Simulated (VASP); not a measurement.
# InSb (P4/mmm) in VASP: a series of runs, part 2 of 2

VASP 6.6.1. Earlier steps stand in the parts before.

## Step 5: Single point, LDA (29.48 Å³/atom)

This run uses another cell than the first one, of 29.48 Å³/atom.

File INCAR:

```
SYSTEM = InSb
ALGO = Normal
EDIFF = 1E-6
ENCUT = 520
ISIF = 2
ISMEAR = 0
LASPH = .TRUE.
LCHARG = .FALSE.
LREAL = .FALSE.
LWAVE = .FALSE.
NBANDS = 16
NELM = 60
PREC = Accurate
SIGMA = 0.15
```

File KPOINTS:

```
k-points
0
G
  16 16 8
  0 0 0
```

File POSCAR:

```
InSb
1.0
    3.2130386899      0.0000000000      0.0000000000
    0.0000000000      3.2130386899      0.0000000000
    0.0000000000      0.0000000000      5.7111762713
In Sb
1 1
Direct
    0.0000000000      0.0000000000      0.0000000000
    0.0000000000      0.0000000000      0.5000000000
```

Potentials or basis: VASP PAW LDA potentials, release 64 (In_d, Sb).

Command:

```bash
$ cat potpaw_LDA.64/In_d/POTCAR potpaw_LDA.64/Sb/POTCAR > POTCAR
$ mpirun -np 1 vasp_std > vasp.out
```

OUTCAR:

```text
SYSTEM = InSb
   EDIFF = 1E-6
   ENCUT = 520
   ISIF = 2
   ISMEAR = 0
   LASPH = .TRUE.
   LREAL = .FALSE.
   NELM = 60
   PREC = Accurate

 ion  position               nearest neighbor table
   1  0.000  0.000  0.000-   2 2.86   2 2.86
   2  0.000  0.000  0.500-   1 2.86   1 2.86

  LATTYP: Found a simple tetragonal cell.
 ALAT       =     3.2130386899
 C/A-ratio  =     1.7775000000

  Lattice vectors:

 A1 = (   3.2130386899,   0.0000000000,   0.0000000000)
 A2 = (   0.0000000000,   3.2130386899,   0.0000000000)
 A3 = (   0.0000000000,   0.0000000000,   5.7111762713)

Analysis of symmetry for initial positions (statically):
=====================================================================
 Subroutine PRICEL returns:
 Original cell was already a primitive cell.

 Routine SETGRP: Setting up the symmetry group for a
 simple tetragonal supercell.

 Subroutine GETGRP returns: Found 16 space group operations
 (whereof 16 operations were pure point group operations)
 out of a pool of 16 trial point group operations.

The static configuration has the point symmetry D_4h.

Analysis of symmetry for dynamics (positions and initial velocities):
=====================================================================
 Subroutine PRICEL returns:
 Original cell was already a primitive cell.

 Routine SETGRP: Setting up the symmetry group for a
 simple tetragonal supercell.

 Subroutine GETGRP returns: Found 16 space group operations
 (whereof 16 operations were pure point group operations)
 out of a pool of 16 trial point group operations.

The dynamic configuration has the point symmetry D_4h.

 Subroutine INISYM returns: Found 16 space group operations
 (whereof 16 operations are pure point group operations),
 and found     1 'primitive' translations

----------------------------------------------------------------------------------------

                                     Primitive cell
[... 110 lines left out ...]
     AMIX     =   0.40;   BMIX     =  1.00
     AMIX_MAG =   1.60;   BMIX_MAG =  1.00
  volume/ion in A,a.u.               =      29.48       198.94
  Fermi-wavevector in a.u.,A,eV,Ry     =   1.102334  2.083109 16.532985  1.215140
  Thomas-Fermi vector in A             =   2.238775
   LORBIT       =      0    0 simple, 1 ext, 2 COOP (PROOUT), +10 PAW based schemes
   GGA     = CA    functional components
   LHFCALC =     F    Hartree Fock is set to
   AEXX    =    0.0000 exact exchange contribution
   IVDW    =     0    specifies the selected vdW correction
   LEPSILON=     F    determine dielectric tensor
   LRPA    =     F    only Hartree local field effects (RPA)
 non-spin polarized calculation
 Gauss-broadening in eV      SIGMA  =   0.15
  energy-cutoff  :      520.00
  volume of cell :       58.96
 maximum number of plane-waves:      1624
 NGX is ok and might be reduce to    24
   NGX = 11   NGY = 11   NGZ = 21

 number of electron      17.9999997 magnetization

 Free energy of the ion-electron system (eV)
  ---------------------------------------------------
  ext. energy  EPLUGINS =         0.00000000
  ---------------------------------------------------
  free energy    TOTEN  =        -7.73458594 eV

  energy without entropy =       -7.71840381  energy(sigma->0) =       -7.72649488

 E-fermi :   6.4640     XC(G=0):  -9.8568

 val. band max:        6.4531376147   @ k =   0.5000   0.2500   0.0000
 cond. band min:       6.4693303478   @ k =   0.4375   0.3750   0.3750
 fundamental gap:      0.0161927331
 Fermi energy:         6.4639628360

 k-point     1 :       0.0000    0.0000    0.0000
  band No.  band energies     occupation
      1      -8.3170      2.00000
      2      -8.2849      2.00000
      3      -7.9193      2.00000
      4      -7.9193      2.00000
      5      -7.8351      2.00000
      6      -4.9412      2.00000
[... 433 lines left out ...]
      3      -7.9924      2.00000
      4      -7.9287      2.00000
      5      -7.9201      2.00000
      6      -2.5812      2.00000
[... 8 lines left out ...]
     15      16.3880      0.00000
     16      17.2801      0.00000

 [... further k-points ...]

------------------------ aborting loop because EDIFF is reached ----------------------------------------

  FORCE on cell =-STRESS in cart. coord.  units (eV):
  Direction    XX          YY          ZZ          XY          YZ          ZX
  --------------------------------------------------------------------------------------
  -------------------------------------------------------------------------------------
  Total       -2.2964880     -2.2964880      2.2198577      0.0000000      0.0000000     -0.0000000
  in kB      -62.4046985    -62.4046985     60.3223475      0.0000000      0.0000000     -0.0000000
  external PRESSURE =     -21.4956831 kB  Pullay stress =       0.0000000 kB

 VOLUME and BASIS-vectors are now :
 -----------------------------------------------------------------------------
  energy-cutoff  :      520.00
  volume of cell :       58.96
      direct lattice vectors                 reciprocal lattice vectors
     3.213038690  0.000000000  0.000000000     0.311231858  0.000000000  0.000000000
     0.000000000  3.213038690  0.000000000     0.000000000  0.311231858  0.000000000
     0.000000000  0.000000000  5.711176271     0.000000000  0.000000000  0.175095279

 POSITION                                       TOTAL-FORCE (eV/Angst)
 -----------------------------------------------------------------------------------
      0.00000      0.00000      0.00000         0.000000      0.000000      0.000000
      0.00000      0.00000      2.85559         0.000000      0.000000      0.000000
 -----------------------------------------------------------------------------------
    total drift:                                0.000000     -0.000000     -0.000000

  FREE ENERGIE OF THE ION-ELECTRON SYSTEM (eV)
  ---------------------------------------------------
  free  energy   TOTEN  =        -7.7345859379 eV

  energy  without entropy=       -7.7184038136  energy(sigma->0) =       -7.72649488
```

It took 41 s on 1 thread of Intel Xeon 6975P-C (Granite Rapids), shared host; peak memory 0.32 GiB.

Results:

| Quantity | Value |
| --- | --- |
| Free energy | -7.7346 eV |
| Pressure | -2.1 GPa |
| Band gap on the k mesh | zero (bands 9 and 10 overlap by 5.02 eV) |

Levels at points of the mesh, in eV from the Fermi level:
```csv
k point,band 5,band 6,band 7,band 8,band 9,band 10,band 11,band 12,band 13,band 14
"(0.00, 0.00, 0.00)",-14.30,-11.41,-5.97,-4.60,3.08,3.08,7.02,7.56,7.63,8.16
"(0.50, 0.00, 0.00)",-14.37,-9.25,-4.84,-3.07,-2.79,-0.85,3.25,4.77,9.63,9.89
"(0.50, 0.50, 0.00)",-14.16,-7.04,-3.00,-3.00,-1.11,0.17,1.27,1.27,2.60,5.74
"(0.00, 0.00, 0.50)",-14.30,-11.20,-8.12,0.57,1.46,3.45,3.45,6.84,6.84,7.17
"(0.50, 0.00, 0.50)",-14.37,-9.16,-5.47,-4.32,-2.26,2.77,3.81,5.10,6.93,7.65
"(0.50, 0.50, 0.50)",-14.16,-7.04,-2.90,-2.57,-2.57,0.02,0.02,3.10,4.42,5.34
```

Caveat: spin-orbit coupling is left out, which moves the levels of the heavy elements.

## Step 6: The runs side by side

```csv
cell,gap on the mesh (eV),pressure (GPa)
"a = 3.069, b = 3.069, c = 5.795 Å, 2 atoms",none,0.4
"a = 2.965, b = 2.965, c = 6.707 Å, 2 atoms",none,-2.0
"a = 3.086, b = 3.086, c = 6.189 Å, 2 atoms",none,-3.5
"a = 3.213, b = 3.213, c = 5.711 Å, 2 atoms",none,-2.1
```

Alike in all rows: task single point; level LDA; potentials or basis VASP PAW LDA potentials, release 64 (In_d, Sb); no spin polarisation; k mesh 16 × 16 × 8; cutoff (eV) 520; smearing gaussian 0.15 eV.

Caveats: spin-orbit coupling is left out, which moves the levels of the heavy elements; the cell stands under tension (at least some runs).

Absolute energies hang on the potentials; compare differences alone.
